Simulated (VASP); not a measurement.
# NiTe2 (Melonite) (P-3m1) in VASP: notebook, part 2 of 2

VASP 6.6.1. The steps go on from the part before.

## 3. Single point, LDA, collinear spin, ferromagnetic start

This run uses another cell than the first one, of 23.36 Å³/atom, 1.025 times its volume.

Contents of INCAR:

```
PREC = Accurate ; ENCUT = 520
EDIFF = 1E-6 ; ISMEAR = -1
SIGMA = 0.1 ; LREAL = F
LASPH = T ; NELM = 150
ALGO = Normal ; ISIF = 2
LWAVE = F ; LCHARG = F
ISPIN = 2 ; MAGMOM = 1.5 0 0
LORBIT = 11 ; LMAXMIX = 4
NBANDS = 22
```

Contents of KPOINTS:

```
regular mesh
0
Gamma
  9 9 6
```

Contents of POSCAR:

```
NiTe2
1.0
    3.8929105380      0.0000000000      0.0000000000
   -1.9464552690      3.3713553028      0.0000000000
    0.0000000000      0.0000000000      5.3407788448
Ni Te
1 2
Direct
    0.0000000000      0.0000000000      0.0000000000
    0.3333333333      0.6666666667      0.2500000000
    0.6666666667      0.3333333333      0.7500000000
```

Potentials or basis: VASP PAW LDA potentials, release 64 (Ni, Te).

The run is started by

```
$ cat potpaw_LDA.64/Ni/POTCAR potpaw_LDA.64/Te/POTCAR > POTCAR
$ mpirun -np 1 vasp_std > vasp.out
```

OUTCAR:

```text
PREC = Accurate
   ENCUT = 520
   EDIFF = 1E-6
   ISMEAR = -1
   LREAL = F
   LASPH = T
   NELM = 150
   ISIF = 2
   ISPIN = 2
   LORBIT = 11

 ion  position               nearest neighbor table
   1  0.000  0.000  0.000-   2 2.61   3 2.61   3 2.61   2 2.61   3 2.61   2 2.61
   2  0.333  0.667  0.250-   1 2.61   1 2.61   1 2.61   3 3.49   3 3.49   3 3.49   3 3.49   3 3.49
                             3 3.49
   3  0.667  0.333  0.750-   1 2.61   1 2.61   1 2.61   2 3.49   2 3.49   2 3.49   2 3.49   2 3.49
                             2 3.49

  LATTYP: Found a hexagonal cell.
 ALAT       =     3.8929105380
 C/A-ratio  =     1.3719243719

  Lattice vectors:

 A1 = (   3.8929105380,   0.0000000000,   0.0000000000)
 A2 = (  -1.9464552690,   3.3713553028,   0.0000000000)
 A3 = (   0.0000000000,   0.0000000000,   5.3407788448)

Analysis of symmetry for initial positions (statically):
=====================================================================
 Subroutine PRICEL returns:
 Original cell was already a primitive cell.

 Routine SETGRP: Setting up the symmetry group for a
 hexagonal supercell.

 Subroutine GETGRP returns: Found 12 space group operations
 (whereof 12 operations were pure point group operations)
 out of a pool of 24 trial point group operations.

The static configuration has the point symmetry D_3d.

Analysis of symmetry for dynamics (positions and initial velocities):
=====================================================================
 Subroutine PRICEL returns:
 Original cell was already a primitive cell.

 Routine SETGRP: Setting up the symmetry group for a
 hexagonal supercell.

 Subroutine GETGRP returns: Found 12 space group operations
 (whereof 12 operations were pure point group operations)
 out of a pool of 24 trial point group operations.

The dynamic configuration has the point symmetry D_3d.

Analysis of structural, dynamic, and magnetic symmetry:
=====================================================================
[... 155 lines left out ...]
  ---------------------------------------------------
  ext. energy  EPLUGINS =         0.00000000
  ---------------------------------------------------
  free energy    TOTEN  =       -14.91600445 eV

  energy without entropy =      -14.85479944  energy(sigma->0) =      -14.88540194

 E-fermi :   7.5665     XC(G=0): -10.5233

 val. band max:        7.4836279102   @ k =  -0.1111   0.3333   0.1667
 cond. band min:       7.5668963742   @ k =   0.3333   0.2222   0.1667
 fundamental gap:      0.0832684640
 Fermi energy:         7.5665080478

 spin component 1

 k-point     1 :       0.0000    0.0000    0.0000
  band No.  band energies     occupation
      1      -5.9695      1.00000
      2      -2.8502      1.00000
      3       1.7060      1.00000
      4       4.1096      1.00000
      5       4.1096      1.00000
      6       5.5403      1.00000
[... 589 lines left out ...]
     21      17.9599      0.00000
     22      19.3043      0.00000

 [... further k-points ...]

 spin component 2

 k-point     1 :       0.0000    0.0000    0.0000
  band No.  band energies     occupation
      1      -5.9695      1.00000
      2      -2.8502      1.00000
      3       1.7060      1.00000
      4       4.1095      1.00000
      5       4.1095      1.00000
      6       5.5402      1.00000
[... 589 lines left out ...]
     21      17.9599      0.00000
     22      19.3043      0.00000

 [... further k-points ...]
[... 5 lines left out ...]
  --------------------------------------------------------------------------------------
  -------------------------------------------------------------------------------------
  Total       -3.0609726     -3.0609652     -2.9806223      0.0000000      0.0000000      0.0000000
  in kB      -69.9659098    -69.9657389    -68.1293101      0.0000000      0.0000000      0.0000000
  external PRESSURE =     -69.3536529 kB  Pullay stress =       0.0000000 kB

 VOLUME and BASIS-vectors are now :
 -----------------------------------------------------------------------------
  energy-cutoff  :      520.00
  volume of cell :       70.09
      direct lattice vectors                 reciprocal lattice vectors
     3.892910538  0.000000000  0.000000000     0.256877211  0.148308308  0.000000000
    -1.946455269  3.371355303  0.000000000     0.000000000  0.296616616  0.000000000
     0.000000000  0.000000000  5.340778845     0.000000000  0.000000000  0.187238609

 POSITION                                       TOTAL-FORCE (eV/Angst)
 -----------------------------------------------------------------------------------
      0.00000      0.00000      0.00000         0.000000      0.000000      0.000000
     -0.00000      2.24757      1.33519        -0.000000      0.000000     -0.520900
      1.94646      1.12379      4.00558         0.000000      0.000000      0.520900
 -----------------------------------------------------------------------------------
    total drift:                                0.000000      0.000000     -0.000000

  FREE ENERGIE OF THE ION-ELECTRON SYSTEM (eV)
  ---------------------------------------------------
  free  energy   TOTEN  =       -14.9160044475 eV

  energy  without entropy=      -14.8547994365  energy(sigma->0) =      -14.88540194

 total charge

# of ion       s       p       d       tot
------------------------------------------
    1        0.429   0.464   8.398   9.292
    2        1.409   1.852   0.059   3.321
    3        1.409   1.852   0.059   3.321
--------------------------------------------------
tot          3.248   4.169   8.516  15.933

 magnetization (x)

# of ion       s       p       d       tot
------------------------------------------
    1       -0.000  -0.000  -0.000  -0.000
    2       -0.000   0.000  -0.000  -0.000
    3       -0.000   0.000  -0.000  -0.000
--------------------------------------------------
tot         -0.000  -0.000  -0.000  -0.000
```

OSZICAR:

```text
N       E                     dE             d eps       ncg     rms          rms(c)
DAV:   1     0.115639370510E+03    0.11564E+03   -0.84659E+03  5456   0.895E+02
DAV:   2    -0.666383561184E+01   -0.12230E+03   -0.11464E+03  5782   0.205E+02
DAV:   3    -0.155590857386E+02   -0.88953E+01   -0.87235E+01  6756   0.602E+01
DAV:   4    -0.157762844545E+02   -0.21720E+00   -0.21697E+00  6702   0.911E+00
DAV:   5    -0.157828892520E+02   -0.66048E-02   -0.66045E-02  7042   0.168E+00    0.151E+01
DAV:   6    -0.208429630697E+02   -0.50601E+01   -0.32425E+01  6416   0.956E+01    0.230E+01
DAV:   7    -0.151520568260E+02    0.56909E+01   -0.76216E+00  6912   0.552E+01    0.603E+00
DAV:   8    -0.150474530151E+02    0.10460E+00   -0.20683E+00  7336   0.237E+01    0.474E+00
DAV:   9    -0.149163173016E+02    0.13114E+00   -0.73230E-01  6916   0.120E+01    0.178E+00
DAV:  10    -0.149180685945E+02   -0.17513E-02   -0.24715E-02  6678   0.103E+00    0.126E+00
DAV:  11    -0.149164514557E+02    0.16171E-02   -0.32959E-03  6956   0.821E-01    0.642E-01
DAV:  12    -0.149161575162E+02    0.29394E-03   -0.77346E-04  8090   0.293E-01    0.300E-01
DAV:  13    -0.149160900578E+02    0.67458E-04   -0.64199E-05  8000   0.893E-02    0.168E-01
DAV:  14    -0.149160156682E+02    0.74390E-04   -0.81726E-05  7156   0.146E-01    0.735E-02
DAV:  15    -0.149160042158E+02    0.11452E-04   -0.41805E-05  8288   0.912E-02    0.117E-02
DAV:  16    -0.149160044475E+02   -0.23175E-06   -0.44317E-06  6086   0.133E-02
   1 F= -.14916004E+02 E0= -.14885402E+02  d E =-.612050E-01  mag=    -0.0000
```

It took 90 s on 1 thread of Intel Xeon 6975P-C (Granite Rapids), shared host; peak memory 0.27 GiB.

Results:

```yaml
Free_energy: -14.9160 eV
Pressure: -6.9 GPa
Largest_force: 0.521 eV/Å
Band_gap_on_the_k_mesh: zero (filled and empty bands overlap)
Net_moment: 0.00 μB per cell
Valence_electrons_inside_the_program's_atomic_spheres: Ni 9.29; Te 3.32
```

Forces in eV/Å, atoms in the order of the input:
```
Ni   0.000  0.000  0.000
Te   0.000  0.000 -0.521
Te   0.000  0.000  0.521
```

Stress tensor (GPa, compression positive):
```
-7.00  0.00  0.00
 0.00 -7.00  0.00
 0.00  0.00 -6.81
```

Caveat: the starting moments collapsed, and a magnetic state may lie lower; spin-orbit coupling is left out, which moves the levels of the heavy elements.
